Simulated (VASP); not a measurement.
# SrO (Fm-3m) in VASP: a series of runs, part 2 of 2

VASP 6.6.1. Earlier steps stand in the parts before.

## 5. Single point, PBE (volume scaled by 0.88)

File INCAR:

```
PREC = Accurate
ENCUT = 520
EDIFF = 1E-6
ISMEAR = 0
SIGMA = 0.02
LREAL = F
LASPH = T
NELM = 80
ALGO = Normal
ISIF = 2
LWAVE = F
LCHARG = F
GGA = PE
NBANDS = 15
```

File KPOINTS:

```
regular mesh
0
Gamma
  8 8 8
```

File POSCAR:

```
SrO
1.0
    0.0000000000      2.4890209620      2.4890209620
    2.4890209620      0.0000000000      2.4890209620
    2.4890209620      2.4890209620      0.0000000000
Sr O
1 1
Direct
    0.5000000000      0.5000000000      0.5000000000
    0.0000000000      0.0000000000      0.0000000000
```

Potentials or basis: VASP PAW PBE potentials, release 64 (Sr_sv, O).

Run with:

```sh
$ cat potpaw_PBE.64/Sr_sv/POTCAR potpaw_PBE.64/O/POTCAR > POTCAR
$ mpirun -np 1 vasp_std > vasp.out
```

OUTCAR:

```text
PREC = Accurate
   ENCUT = 520
   EDIFF = 1E-6
   ISMEAR = 0
   LREAL = F
   LASPH = T
   NELM = 80
   ISIF = 2
   GGA = PE

 ion  position               nearest neighbor table
   1  0.500  0.500  0.500-   2 2.49   2 2.49   2 2.49   2 2.49   2 2.49   2 2.49
   2  0.000  0.000  0.000-   1 2.49   1 2.49   1 2.49   1 2.49   1 2.49   1 2.49

  LATTYP: Found a face centered cubic cell.
 ALAT       =     4.9780419240

  Lattice vectors:

 A1 = (   0.0000000000,   2.4890209620,   2.4890209620)
 A2 = (   2.4890209620,   0.0000000000,   2.4890209620)
 A3 = (   2.4890209620,   2.4890209620,   0.0000000000)

Analysis of symmetry for initial positions (statically):
=====================================================================
 Subroutine PRICEL returns:
 Original cell was already a primitive cell.

 Routine SETGRP: Setting up the symmetry group for a
 face centered cubic supercell.

 Subroutine GETGRP returns: Found 48 space group operations
 (whereof 48 operations were pure point group operations)
 out of a pool of 48 trial point group operations.

The static configuration has the point symmetry O_h .

Analysis of symmetry for dynamics (positions and initial velocities):
=====================================================================
 Subroutine PRICEL returns:
 Original cell was already a primitive cell.

 Routine SETGRP: Setting up the symmetry group for a
 face centered cubic supercell.

 Subroutine GETGRP returns: Found 48 space group operations
 (whereof 48 operations were pure point group operations)
 out of a pool of 48 trial point group operations.

The dynamic configuration has the point symmetry O_h .

 Subroutine INISYM returns: Found 48 space group operations
 (whereof 48 operations are pure point group operations),
 and found     1 'primitive' translations

----------------------------------------------------------------------------------------

                                     Primitive cell

  volume of cell :      30.8401

  direct lattice vectors                    reciprocal lattice vectors
     0.000000000  2.489020962  2.489020962    -0.200882197  0.200882197  0.200882197
     2.489020962  0.000000000  2.489020962     0.200882197 -0.200882197  0.200882197
     2.489020962  2.489020962  0.000000000     0.200882197  0.200882197 -0.200882197

  length of vectors
     3.520007201  3.520007201  3.520007201     0.347938172  0.347938172  0.347938172

  position of ions in fractional coordinates (direct lattice)
     0.500000000  0.500000000  0.500000000
     0.000000000  0.000000000  0.000000000

  ion indices of the primitive-cell ions
   primitive index   ion index
                 1           1
                 2           2

----------------------------------------------------------------------------------------

 KPOINTS: regular mesh

Automatic generation of k-mesh.
 Grid dimensions read from file:
 generate k-points for:    8    8    8

 Generating k-lattice:

  Cartesian coordinates                     Fractional coordinates (reciprocal lattice)
    -0.025110275  0.025110275  0.025110275     0.125000000  0.000000000  0.000000000
     0.025110275 -0.025110275  0.025110275     0.000000000  0.125000000  0.000000000
     0.025110275  0.025110275 -0.025110275     0.000000000  0.000000000  0.125000000

  Length of vectors
     0.043492272  0.043492272  0.043492272

  Shift w.r.t. Gamma in fractional coordinates (k-lattice)
     0.000000000  0.000000000  0.000000000

 Subroutine IBZKPT returns following result:
 ===========================================

 Found     29 irreducible k-points:

 Following reciprocal coordinates:
            Coordinates               Weight
  0.000000  0.000000  0.000000      1.000000
  0.125000  0.000000  0.000000      8.000000
  0.250000  0.000000  0.000000      8.000000
  0.375000  0.000000  0.000000      8.000000
  0.500000  0.000000  0.000000      4.000000
  0.125000  0.125000  0.000000      6.000000
[... 16 lines left out ...]
  0.500000  0.250000  0.125000     48.000000
 -0.375000  0.250000  0.125000     24.000000
 [... further k-points ...]
   k-points           NKPTS =     29   k-points in BZ     NKDIM =     29   number of bands    NBANDS=     15
   number of dos      NEDOS =    301   number of ions     NIONS =      2
   total plane-waves  NPLWV =  21952
   dimension x,y,z NGX =    28 NGY =   28 NGZ =   28
   dimension x,y,z NGXF=    56 NGYF=   56 NGZF=   56
   ions per type =               1   1
   NGX,Y,Z   is equivalent  to a cutoff of  13.22, 13.22, 13.22 a.u.
   NGXF,Y,Z  is equivalent  to a cutoff of  26.45, 26.45, 26.45 a.u.
 SYSTEM =  unknown system
   PREC   = accura    normal or accurate (medium, high low for compatibility)
   ISTART =      0    job   : 0-new  1-cont  2-samecut
   ICHARG =      2    charge: 1-file 2-atom 10-const
   ISPIN  =      1    spin polarized calculation?
   LNONCOLLINEAR =      F non collinear calculations
   LSORBIT =      F    spin-orbit coupling
   LASPH  =      T    aspherical Exc in radial PAW
   ENCUT  =  520.0 eV  38.22 Ry    6.18 a.u.   6.54  6.54  6.54*2*pi/ulx,y,z
   NELM   =     80;   NELMIN=  2; NELMDL= -5     # of ELM steps
   EDIFF  = 0.1E-05   stopping-criterion for ELM
   LREAL  =      F    real-space projection
   EDIFFG = 0.1E-04   stopping-criterion for IOM
   NSW    =      0    number of steps for IOM
   IBRION =     -1    ionic relax: 0-MD 1-quasi-New 2-CG
   NFREE  =      0    steps in history (QN), initial steepest desc. (CG)
   ISIF   =      2    stress and relaxation
   ISYM   =      2    0-nonsym 1-usesym 2-fastsym
   POTIM  = 0.5000    time-step for ionic-motion
   TEBEG  =    0.0;   TEEND  =   0.0 temperature during run
   PSTRESS=    0.0 pullay stress
   NELECT =      16.0000    total number of electrons
   NUPDOWN=      -1.0000    fix difference up-down
   EMIN   =  10.00;   EMAX   =-10.00  energy-range for DOS
   EFERMI =   0.00;   METHOD = LEGACY
   ISMEAR =     0;   SIGMA  =   0.02  broadening in eV -4-tet -1-fermi 0-gaus
   EFERMI_NEDOS =   21; number of points for ismear=-14 and -15
   IALGO  =     38    algorithm
   IMIX   =      4    mixing-type and parameters
     AMIX     =   0.40;   BMIX     =  1.00
     AMIX_MAG =   1.60;   BMIX_MAG =  1.00
  volume/ion in A,a.u.               =      15.42       104.06
  Fermi-wavevector in a.u.,A,eV,Ry     =   1.315456  2.485851 23.543849  1.730424
  Thomas-Fermi vector in A             =   2.445637
   LORBIT       =      0    0 simple, 1 ext, 2 COOP (PROOUT), +10 PAW based schemes
   GGA     = PE    functional components
   LHFCALC =     F    Hartree Fock is set to
   AEXX    =    0.0000 exact exchange contribution
   IVDW    =     0    specifies the selected vdW correction
   LEPSILON=     F    determine dielectric tensor
   LRPA    =     F    only Hartree local field effects (RPA)
 non-spin polarized calculation
 Gauss-broadening in eV      SIGMA  =   0.02
  energy-cutoff  :      520.00
  volume of cell :       30.84
 maximum number of plane-waves:       869
 NGX is ok and might be reduce to    28
   NGX = 13   NGY = 13   NGZ = 13

 number of electron      16.0000003 magnetization

 Free energy of the ion-electron system (eV)
  ---------------------------------------------------
  ext. energy  EPLUGINS =         0.00000000
  ---------------------------------------------------
  free energy    TOTEN  =       -11.86507145 eV

  energy without entropy =      -11.86507145  energy(sigma->0) =      -11.86507145

 E-fermi :   2.3709     XC(G=0): -10.4956

 val. band max:        2.1526432801   @ k =   0.0000   0.0000   0.0000
 cond. band min:       5.3358113860   @ k =   0.5000   0.5000   0.0000
 fundamental gap:      3.1831681058
 Fermi energy:         2.3708514684

 k-point     1 :       0.0000    0.0000    0.0000
  band No.  band energies     occupation
      1     -29.9246      2.00000
      2     -13.0600      2.00000
      3     -11.4389      2.00000
      4     -11.4389      2.00000
      5     -11.4389      2.00000
      6       2.1526      2.00000
      7       2.1526      2.00000
      8       2.1526      2.00000
      9       6.8751      0.00000
     10       8.5630      0.00000
     11       8.5630      0.00000
     12       8.5630      0.00000
     13      10.9593      0.00000
     14      10.9593      0.00000
     15      15.3357      0.00000
[... 397 lines left out ...]
 k-point    24 :      -0.3750    0.2500    0.1250
  band No.  band energies     occupation
      1     -29.6807      2.00000
      2     -14.4229      2.00000
      3     -11.9653      2.00000
      4     -11.7540      2.00000
      5     -10.6141      2.00000
      6       0.4556      2.00000
      7       1.2007      2.00000
      8       1.3246      2.00000
      9       8.8733      0.00000
     10       9.2703      0.00000
     11      12.2651      0.00000
     12      12.3000      0.00000
     13      14.6628      0.00000
     14      16.1140      0.00000
     15      16.7488      0.00000

 [... further k-points ...]
[... 5 lines left out ...]
  --------------------------------------------------------------------------------------
  -------------------------------------------------------------------------------------
  Total        2.9531057      2.9531057      2.9531057      0.0000000      0.0000000     -0.0000000
  in kB      153.4171505    153.4171505    153.4171505      0.0000000      0.0000000     -0.0000000
  external PRESSURE =     153.4171505 kB  Pullay stress =       0.0000000 kB

 VOLUME and BASIS-vectors are now :
 -----------------------------------------------------------------------------
  energy-cutoff  :      520.00
  volume of cell :       30.84
      direct lattice vectors                 reciprocal lattice vectors
     0.000000000  2.489020962  2.489020962    -0.200882197  0.200882197  0.200882197
     2.489020962  0.000000000  2.489020962     0.200882197 -0.200882197  0.200882197
     2.489020962  2.489020962  0.000000000     0.200882197  0.200882197 -0.200882197

 POSITION                                       TOTAL-FORCE (eV/Angst)
 -----------------------------------------------------------------------------------
      2.48902      2.48902      2.48902         0.000000      0.000000     -0.000000
      0.00000      0.00000      0.00000        -0.000000     -0.000000      0.000000
 -----------------------------------------------------------------------------------
    total drift:                                0.000000      0.000000      0.000000

  FREE ENERGIE OF THE ION-ELECTRON SYSTEM (eV)
  ---------------------------------------------------
  free  energy   TOTEN  =       -11.8650714516 eV

  energy  without entropy=      -11.8650714516  energy(sigma->0) =      -11.86507145
```

Run time: 22 s. Hardware: 1 thread of Intel Xeon Platinum 8375C at 2.90GHz (Ice Lake), shared host; peak memory 0.16 GiB.

Results:

- Free energy: -11.8651 eV
- Pressure: 15.3 GPa
- Band gap on the k mesh: 3.18 eV, indirect (least direct gap 3.19 eV)

 A k mesh can miss the band edges.

## 6. Single point, PBE (volume scaled by 0.94)

File INCAR:

```
SYSTEM = SrO
PREC = Accurate
ENCUT = 520
EDIFF = 1E-7
ISMEAR = 0
SIGMA = 0.02
LREAL = .False.
LASPH = .True.
NELM = 60
ALGO = Normal
ISIF = 2
LWAVE = .False.
LCHARG = .False.
GGA = PE
NBANDS = 15
```

File KPOINTS:

```
regular mesh
0
Gamma
  8 8 8
  0 0 0
```

File POSCAR:

```
SrO
1.0
    0.0000000000      2.5443505594      2.5443505594
    2.5443505594      0.0000000000      2.5443505594
    2.5443505594      2.5443505594      0.0000000000
Sr O
1 1
Direct
    0.5000000000      0.5000000000      0.5000000000
    0.0000000000      0.0000000000      0.0000000000
```

Potentials or basis: VASP PAW PBE potentials, release 64 (Sr_sv, O).

Run with:

```sh
$ cat potpaw_PBE.64/Sr_sv/POTCAR potpaw_PBE.64/O/POTCAR > POTCAR
$ mpirun -np 1 vasp_std > vasp.out
```

OUTCAR:

```text
SYSTEM = SrO
   PREC = Accurate
   ENCUT = 520
   EDIFF = 1E-7
   ISMEAR = 0
   LREAL = .False.
   LASPH = .True.
   NELM = 60
   ISIF = 2
   GGA = PE

 ion  position               nearest neighbor table
   1  0.500  0.500  0.500-   2 2.54   2 2.54   2 2.54   2 2.54   2 2.54   2 2.54
   2  0.000  0.000  0.000-   1 2.54   1 2.54   1 2.54   1 2.54   1 2.54   1 2.54

  LATTYP: Found a face centered cubic cell.
 ALAT       =     5.0887011188

  Lattice vectors:

 A1 = (   0.0000000000,   2.5443505594,   2.5443505594)
 A2 = (   2.5443505594,   0.0000000000,   2.5443505594)
 A3 = (   2.5443505594,   2.5443505594,   0.0000000000)

Analysis of symmetry for initial positions (statically):
=====================================================================
 Subroutine PRICEL returns:
 Original cell was already a primitive cell.

 Routine SETGRP: Setting up the symmetry group for a
 face centered cubic supercell.

 Subroutine GETGRP returns: Found 48 space group operations
 (whereof 48 operations were pure point group operations)
 out of a pool of 48 trial point group operations.

The static configuration has the point symmetry O_h .

Analysis of symmetry for dynamics (positions and initial velocities):
=====================================================================
 Subroutine PRICEL returns:
 Original cell was already a primitive cell.

 Routine SETGRP: Setting up the symmetry group for a
 face centered cubic supercell.

 Subroutine GETGRP returns: Found 48 space group operations
 (whereof 48 operations were pure point group operations)
 out of a pool of 48 trial point group operations.

The dynamic configuration has the point symmetry O_h .

 Subroutine INISYM returns: Found 48 space group operations
 (whereof 48 operations are pure point group operations),
 and found     1 'primitive' translations

----------------------------------------------------------------------------------------

[... 116 lines left out ...]
   LORBIT       =      0    0 simple, 1 ext, 2 COOP (PROOUT), +10 PAW based schemes
   GGA     = PE    functional components
   LHFCALC =     F    Hartree Fock is set to
   AEXX    =    0.0000 exact exchange contribution
   IVDW    =     0    specifies the selected vdW correction
   LEPSILON=     F    determine dielectric tensor
   LRPA    =     F    only Hartree local field effects (RPA)
 non-spin polarized calculation
 Gauss-broadening in eV      SIGMA  =   0.02
  energy-cutoff  :      520.00
  volume of cell :       32.94
 maximum number of plane-waves:       905
   NGX = 13   NGY = 13   NGZ = 13

 number of electron      15.9999995 magnetization

 Free energy of the ion-electron system (eV)
  ---------------------------------------------------
  ext. energy  EPLUGINS =         0.00000000
  ---------------------------------------------------
  free energy    TOTEN  =       -12.00806449 eV

  energy without entropy =      -12.00806449  energy(sigma->0) =      -12.00806449

 E-fermi :   1.9286     XC(G=0): -10.1751

 val. band max:        1.8142754024   @ k =   0.0000   0.0000   0.0000
 cond. band min:       5.0584598994   @ k =   0.5000   0.5000   0.0000
 fundamental gap:      3.2441844970
 Fermi energy:         1.9286163700

 k-point     1 :       0.0000    0.0000    0.0000
  band No.  band energies     occupation
      1     -30.4682      2.00000
      2     -13.3157      2.00000
      3     -12.0713      2.00000
      4     -12.0713      2.00000
      5     -12.0713      2.00000
      6       1.8143      2.00000
      7       1.8143      2.00000
      8       1.8143      2.00000
      9       6.0258      0.00000
     10       8.0923      0.00000
     11       8.0923      0.00000
     12       8.0923      0.00000
     13      10.3309      0.00000
     14      10.3309      0.00000
[... 401 lines left out ...]
      2     -14.5591      2.00000
      3     -12.4992      2.00000
      4     -12.3249      2.00000
      5     -11.2450      2.00000
      6       0.2024      2.00000
      7       0.9206      2.00000
      8       1.0132      2.00000
      9       8.2962      0.00000
     10       8.6720      0.00000
     11      11.3818      0.00000
     12      11.5041      0.00000
     13      13.6927      0.00000
     14      15.0657      0.00000
     15      15.5598      0.00000

 [... further k-points ...]
[... 5 lines left out ...]
  --------------------------------------------------------------------------------------
  -------------------------------------------------------------------------------------
  Total        1.3775563      1.3775563      1.3775563     -0.0000000     -0.0000000      0.0000000
  in kB       66.9975784     66.9975784     66.9975784     -0.0000000     -0.0000000      0.0000000
  external PRESSURE =      66.9975784 kB  Pullay stress =       0.0000000 kB

 VOLUME and BASIS-vectors are now :
 -----------------------------------------------------------------------------
  energy-cutoff  :      520.00
  volume of cell :       32.94
      direct lattice vectors                 reciprocal lattice vectors
     0.000000000  2.544350559  2.544350559    -0.196513801  0.196513801  0.196513801
     2.544350559  0.000000000  2.544350559     0.196513801 -0.196513801  0.196513801
     2.544350559  2.544350559  0.000000000     0.196513801  0.196513801 -0.196513801

 POSITION                                       TOTAL-FORCE (eV/Angst)
 -----------------------------------------------------------------------------------
      2.54435      2.54435      2.54435         0.000000      0.000000      0.000000
      0.00000      0.00000      0.00000        -0.000000     -0.000000     -0.000000
 -----------------------------------------------------------------------------------
    total drift:                                0.000000      0.000000      0.000000

  FREE ENERGIE OF THE ION-ELECTRON SYSTEM (eV)
  ---------------------------------------------------
  free  energy   TOTEN  =       -12.0080644921 eV

  energy  without entropy=      -12.0080644921  energy(sigma->0) =      -12.00806449
```

stdout:

```text
POSCAR found type information on POSCAR SrO
 POSCAR found :  2 types and       2 ions
 scaLAPACK will be used
 LDA part: xc-table for (Slater+PW92), standard interpolation
 POSCAR, INCAR and KPOINTS ok, starting setup
 FFT: planning ... GRIDC
 FFT: planning ... GRID_SOFT
 FFT: planning ... GRID
 WAVECAR not read
 entering main loop
```

It took 24 s on 1 thread of Intel Xeon Platinum 8375C at 2.90GHz (Ice Lake), shared host; peak memory 0.16 GiB.

What came out:

```yaml
Free_energy: -12.0081 eV
Pressure: 6.7 GPa
Band_gap_on_the_k_mesh: 3.24 eV, indirect (least direct gap 3.31 eV)
```

Levels at points of the mesh, in eV from the valence-band top:
```
           k point  band 5  band 6  band 7  band 8  band 9  band 10  band 11  band 12
(0.00, 0.00, 0.00)  -13.89    0.00    0.00    0.00    4.21     6.28     6.28     6.28
(0.50, 0.00, 0.00)  -12.68   -2.23   -1.20   -1.20    6.69     8.71     9.03     9.03
(0.50, 0.50, 0.00)  -14.29   -0.38   -0.07   -0.07    3.24     8.04    10.38    10.67
```

 A k mesh can miss the band edges.

## 7. Summary

```tsv
task	cell	cutoff (eV)	gap on the mesh (eV)	pressure (GPa)
single point	a = 3.673 Å, angles 60.0°, 2 atoms	520	3.28	0.5
relaxation of cell and atoms	relaxed from a = 3.629 Å, angles 60.0°, 2 atoms	600	3.28	0.0
single point	a = 3.560 Å, angles 60.0°, 2 atoms	520	3.22	10.7
single point	a = 3.520 Å, angles 60.0°, 2 atoms	520	3.18	15.3
single point	a = 3.598 Å, angles 60.0°, 2 atoms	520	3.24	6.7
```

Alike in all rows: level PBE; potentials or basis VASP PAW PBE potentials, release 64 (Sr_sv, O); no spin polarisation; k mesh 8 × 8 × 8; smearing gaussian 0.02 eV.

Total energies depend on the potentials used, so only differences within one code and one set of settings carry meaning.
